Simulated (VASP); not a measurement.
# SnSe (Fm-3m) in VASP: notebook

Runs on SnSe. Level: PBE. Tasks: single point.

Program: VASP 6.6.1. These are calculated values, not measurements. Logs are shortened: lines on timing, memory, paths and dates and some standing lists are left out, and cuts for length are marked.

## 1. The cell of the first run

Symmetry: Fm-3m, No. 225, cubic system. Conventional cell: a = 5.946 Å, b = 5.946 Å, c = 5.946 Å, α = 90.00°, β = 90.00°, γ = 90.00°. Sn (site symmetry m-3m) has 6 Se at 2.97 Å within 3.9 Å. Within 3.9 Å of Se (site symmetry m-3m) lie 6 Sn at 2.97 Å.

## 2. Single point, PBE (strained)

Contents of INCAR:

```
SYSTEM = SnSe
PREC = Accurate
ENCUT = 520
EDIFF = 1E-6
ISMEAR = 0
SIGMA = 0.05
LREAL = .FALSE.
LASPH = .TRUE.
NELM = 80
ALGO = Normal
ISIF = 2
LWAVE = .FALSE.
LCHARG = .FALSE.
GGA = PE
NBANDS = 17
```

Contents of KPOINTS:

```
regular mesh
0
G
  10 10 10
  0 0 0
```

Contents of POSCAR:

```
SnSe
1.0
    0.0000000000      2.9727964000      2.9727964000
    2.9727964000      0.0000000000      2.9727964000
    2.9727964000      2.9727964000      0.0000000000
Sn Se
1 1
Direct
    0.0000000000      0.0000000000      0.0000000000
    0.5000000000      0.5000000000      0.5000000000
```

Potentials or basis: VASP PAW PBE potentials, release 64 (Sn_d, Se).

Run with:

```sh
$ cat potpaw_PBE.64/Sn_d/POTCAR potpaw_PBE.64/Se/POTCAR > POTCAR
$ mpirun -np 1 vasp_std > vasp.out
```

OUTCAR:

```text
SYSTEM = SnSe
   PREC = Accurate
   ENCUT = 520
   EDIFF = 1E-6
   ISMEAR = 0
   LREAL = .FALSE.
   LASPH = .TRUE.
   NELM = 80
   ISIF = 2
   GGA = PE

 ion  position               nearest neighbor table
   1  0.000  0.000  0.000-   2 2.97   2 2.97   2 2.97   2 2.97   2 2.97   2 2.97
   2  0.500  0.500  0.500-   1 2.97   1 2.97   1 2.97   1 2.97   1 2.97   1 2.97

  LATTYP: Found a face centered cubic cell.
 ALAT       =     5.9455928000

  Lattice vectors:

 A1 = (   0.0000000000,   2.9727964000,   2.9727964000)
 A2 = (   2.9727964000,   0.0000000000,   2.9727964000)
 A3 = (   2.9727964000,   2.9727964000,   0.0000000000)

Analysis of symmetry for initial positions (statically):
=====================================================================
 Subroutine PRICEL returns:
 Original cell was already a primitive cell.

 Routine SETGRP: Setting up the symmetry group for a
 face centered cubic supercell.

 Subroutine GETGRP returns: Found 48 space group operations
 (whereof 48 operations were pure point group operations)
 out of a pool of 48 trial point group operations.

The static configuration has the point symmetry O_h .

Analysis of symmetry for dynamics (positions and initial velocities):
=====================================================================
 Subroutine PRICEL returns:
 Original cell was already a primitive cell.

 Routine SETGRP: Setting up the symmetry group for a
 face centered cubic supercell.

 Subroutine GETGRP returns: Found 48 space group operations
 (whereof 48 operations were pure point group operations)
 out of a pool of 48 trial point group operations.

The dynamic configuration has the point symmetry O_h .

 Subroutine INISYM returns: Found 48 space group operations
 (whereof 48 operations are pure point group operations),
 and found     1 'primitive' translations

----------------------------------------------------------------------------------------

                                     Primitive cell

  volume of cell :      52.5443

  direct lattice vectors                    reciprocal lattice vectors
     0.000000000  2.972796400  2.972796400    -0.168191808  0.168191808  0.168191808
     2.972796400  0.000000000  2.972796400     0.168191808 -0.168191808  0.168191808
     2.972796400  2.972796400  0.000000000     0.168191808  0.168191808 -0.168191808

[... 73 lines left out ...]
 SYSTEM =  SnSe
   PREC   = accura    normal or accurate (medium, high low for compatibility)
   ISTART =      0    job   : 0-new  1-cont  2-samecut
   ICHARG =      2    charge: 1-file 2-atom 10-const
   ISPIN  =      1    spin polarized calculation?
   LNONCOLLINEAR =      F non collinear calculations
   LSORBIT =      F    spin-orbit coupling
   LASPH  =      T    aspherical Exc in radial PAW
   ENCUT  =  520.0 eV  38.22 Ry    6.18 a.u.   7.82  7.82  7.82*2*pi/ulx,y,z
   NELM   =     80;   NELMIN=  2; NELMDL= -5     # of ELM steps
   EDIFF  = 0.1E-05   stopping-criterion for ELM
   LREAL  =      F    real-space projection
   EDIFFG = 0.1E-04   stopping-criterion for IOM
   NSW    =      0    number of steps for IOM
   IBRION =     -1    ionic relax: 0-MD 1-quasi-New 2-CG
   NFREE  =      0    steps in history (QN), initial steepest desc. (CG)
   ISIF   =      2    stress and relaxation
   ISYM   =      2    0-nonsym 1-usesym 2-fastsym
   POTIM  = 0.5000    time-step for ionic-motion
   TEBEG  =    0.0;   TEEND  =   0.0 temperature during run
   PSTRESS=    0.0 pullay stress
   NELECT =      20.0000    total number of electrons
   NUPDOWN=      -1.0000    fix difference up-down
   EMIN   =  10.00;   EMAX   =-10.00  energy-range for DOS
   EFERMI =   0.00;   METHOD = LEGACY
   ISMEAR =     0;   SIGMA  =   0.05  broadening in eV -4-tet -1-fermi 0-gaus
   EFERMI_NEDOS =   21; number of points for ismear=-14 and -15
   IALGO  =     38    algorithm
   IMIX   =      4    mixing-type and parameters
     AMIX     =   0.40;   BMIX     =  1.00
     AMIX_MAG =   1.60;   BMIX_MAG =  1.00
  volume/ion in A,a.u.               =      26.27       177.29
  Fermi-wavevector in a.u.,A,eV,Ry     =   1.186432  2.242032 19.151858  1.407622
  Thomas-Fermi vector in A             =   2.322605
   LORBIT       =      0    0 simple, 1 ext, 2 COOP (PROOUT), +10 PAW based schemes
   GGA     = PE    functional components
   LHFCALC =     F    Hartree Fock is set to
   AEXX    =    0.0000 exact exchange contribution
   IVDW    =     0    specifies the selected vdW correction
   LEPSILON=     F    determine dielectric tensor
   LRPA    =     F    only Hartree local field effects (RPA)
 non-spin polarized calculation
 Gauss-broadening in eV      SIGMA  =   0.05
  energy-cutoff  :      520.00
  volume of cell :       52.54
 maximum number of plane-waves:      1428
   NGX = 15   NGY = 15   NGZ = 15

 number of electron      20.0000006 magnetization

 Free energy of the ion-electron system (eV)
  ---------------------------------------------------
  ext. energy  EPLUGINS =         0.00000000
  ---------------------------------------------------
  free energy    TOTEN  =        -8.18691440 eV

  energy without entropy =       -8.18691440  energy(sigma->0) =       -8.18691440

 E-fermi :   6.2654     XC(G=0):  -9.7684

 val. band max:        5.9856247609   @ k =  -0.2000   0.2000   0.0000
 cond. band min:       6.5145488386   @ k =  -0.4000   0.1000   0.0000
 fundamental gap:      0.5289240778
 Fermi energy:         6.2654072132

 k-point     1 :       0.0000    0.0000    0.0000
  band No.  band energies     occupation
      1     -15.5870      2.00000
      2     -15.5870      2.00000
      3     -15.5870      2.00000
      4     -15.5863      2.00000
      5     -15.5863      2.00000
      6      -8.1131      2.00000
[... 457 lines left out ...]
      4     -15.5715      2.00000
      5     -15.5705      2.00000
      6      -7.0975      2.00000
[... 9 lines left out ...]
     16      16.8592      0.00000
     17      17.4813      0.00000

 [... further k-points ...]
[... 5 lines left out ...]
  --------------------------------------------------------------------------------------
  -------------------------------------------------------------------------------------
  Total        1.0363486      1.0363486      1.0363486      0.0000000      0.0000000      0.0000000
  in kB       31.6002805     31.6002805     31.6002805      0.0000000      0.0000000      0.0000000
  external PRESSURE =      31.6002805 kB  Pullay stress =       0.0000000 kB

 VOLUME and BASIS-vectors are now :
 -----------------------------------------------------------------------------
  energy-cutoff  :      520.00
  volume of cell :       52.54
      direct lattice vectors                 reciprocal lattice vectors
     0.000000000  2.972796400  2.972796400    -0.168191808  0.168191808  0.168191808
     2.972796400  0.000000000  2.972796400     0.168191808 -0.168191808  0.168191808
     2.972796400  2.972796400  0.000000000     0.168191808  0.168191808 -0.168191808

 POSITION                                       TOTAL-FORCE (eV/Angst)
 -----------------------------------------------------------------------------------
      0.00000      0.00000      0.00000         0.000000      0.000000     -0.000000
      2.97280      2.97280      2.97280         0.000000      0.000000      0.000000
 -----------------------------------------------------------------------------------
    total drift:                                0.000000     -0.000000     -0.000000

  FREE ENERGIE OF THE ION-ELECTRON SYSTEM (eV)
  ---------------------------------------------------
  free  energy   TOTEN  =        -8.1869143951 eV

  energy  without entropy=       -8.1869143951  energy(sigma->0) =       -8.18691440
```

OSZICAR:

```text
N       E                     dE             d eps       ncg     rms          rms(c)
DAV:   1     0.130683100497E+03    0.13068E+03   -0.98799E+03  1651   0.145E+03
DAV:   2     0.389435106645E+01   -0.12679E+03   -0.12266E+03  1792   0.344E+02
DAV:   3    -0.804471263839E+01   -0.11939E+02   -0.11868E+02  1869   0.933E+01
DAV:   4    -0.834357646249E+01   -0.29886E+00   -0.29863E+00  1943   0.156E+01
DAV:   5    -0.835212552044E+01   -0.85491E-02   -0.85488E-02  2290   0.256E+00    0.325E+00
DAV:   6    -0.818670272777E+01    0.16542E+00   -0.39156E-01  2337   0.370E+00    0.195E+00
DAV:   7    -0.818497133768E+01    0.17314E-02   -0.77054E-02  1879   0.125E+00    0.930E-01
DAV:   8    -0.818700087716E+01   -0.20295E-02   -0.80682E-03  1916   0.809E-01    0.111E-01
DAV:   9    -0.818685060638E+01    0.15027E-03   -0.12110E-03  2314   0.304E-01    0.484E-02
DAV:  10    -0.818690911147E+01   -0.58505E-04   -0.15361E-04  1880   0.710E-02    0.115E-02
DAV:  11    -0.818691417475E+01   -0.50633E-05   -0.20180E-05  2161   0.396E-02    0.336E-03
DAV:  12    -0.818691439512E+01   -0.22037E-06   -0.13278E-06  1636   0.110E-02
   1 F= -.81869144E+01 E0= -.81869144E+01  d E =-.111698E-13
```

Run time: 11 s. Hardware: 1 thread of Intel Xeon 6975P-C (Granite Rapids), shared host; peak memory 0.2 GiB.

Results:

- Free energy: -8.1869 eV
- Pressure: 3.2 GPa
- Band gap on the k mesh: 0.53 eV, indirect (least direct gap 0.62 eV)

Levels at points of the mesh, in eV from the valence-band top:
| k point | band 7 | band 8 | band 9 | band 10 | band 11 | band 12 | band 13 | band 14 |
| --- | --- | --- | --- | --- | --- | --- | --- | --- |
| (0.00, 0.00, 0.00) | -4.92 | -2.27 | -2.27 | -2.27 | 4.48 | 4.48 | 4.48 | 5.84 |
| (0.50, 0.00, 0.00) | -8.22 | -2.02 | -2.02 | 0.00 | 0.75 | 1.25 | 1.25 | 8.38 |
| (0.50, 0.50, 0.00) | -5.99 | -5.70 | -3.79 | -3.79 | 2.92 | 5.59 | 5.59 | 6.24 |

Caveat: the cell differs from its parent crystal (strained); spin-orbit coupling is left out, which moves the levels of the heavy elements.

## 3. Single point, PBE (strained)

Contents of INCAR:

```
PREC = Accurate
ENCUT = 520
EDIFF = 1E-6
ISMEAR = 0
SIGMA = 0.05
LREAL = False
LASPH = True
NELM = 80
ALGO = Normal
ISIF = 2
LWAVE = False
LCHARG = False
GGA = PE
NBANDS = 17
```

Contents of KPOINTS:

```
Automatic mesh
0
Gamma
  10 10 10
```

Contents of POSCAR:

```
SnSe
1.0
    0.0000000000      2.9913380000      2.9913380000
    2.9913380000      0.0000000000      2.9913380000
    2.9913380000      2.9913380000      0.0000000000
Sn Se
1 1
Direct
    0.0000000000      0.0000000000      0.0000000000
    0.5000000000      0.5000000000      0.5000000000
```

Potentials or basis: VASP PAW PBE potentials, release 64 (Sn_d, Se).

Run with:

```sh
$ cat potpaw_PBE.64/Sn_d/POTCAR potpaw_PBE.64/Se/POTCAR > POTCAR
$ mpirun -np 1 vasp_std > vasp.out
```

It took 11 s on 1 thread of Intel Xeon 6975P-C (Granite Rapids), shared host; peak memory 0.2 GiB.

Results (log left out):

| Quantity | Value |
| --- | --- |
| Free energy | -8.2033 eV |
| Pressure | 2.0 GPa |
| Band gap on the k mesh | 0.52 eV, indirect (least direct gap 0.64 eV) |

Levels at points of the mesh, in eV from the valence-band top:
| k point | band 7 | band 8 | band 9 | band 10 | band 11 | band 12 | band 13 | band 14 |
| --- | --- | --- | --- | --- | --- | --- | --- | --- |
| (0.00, 0.00, 0.00) | -4.99 | -2.23 | -2.23 | -2.23 | 4.40 | 4.40 | 4.40 | 5.86 |
| (0.50, 0.00, 0.00) | -8.13 | -1.98 | -1.98 | 0.00 | 0.67 | 1.25 | 1.25 | 8.32 |
| (0.50, 0.50, 0.00) | -5.99 | -5.58 | -3.71 | -3.71 | 2.98 | 5.47 | 5.47 | 6.11 |

Caveat: the cell differs from its parent crystal (strained); spin-orbit coupling is left out, which moves the levels of the heavy elements.
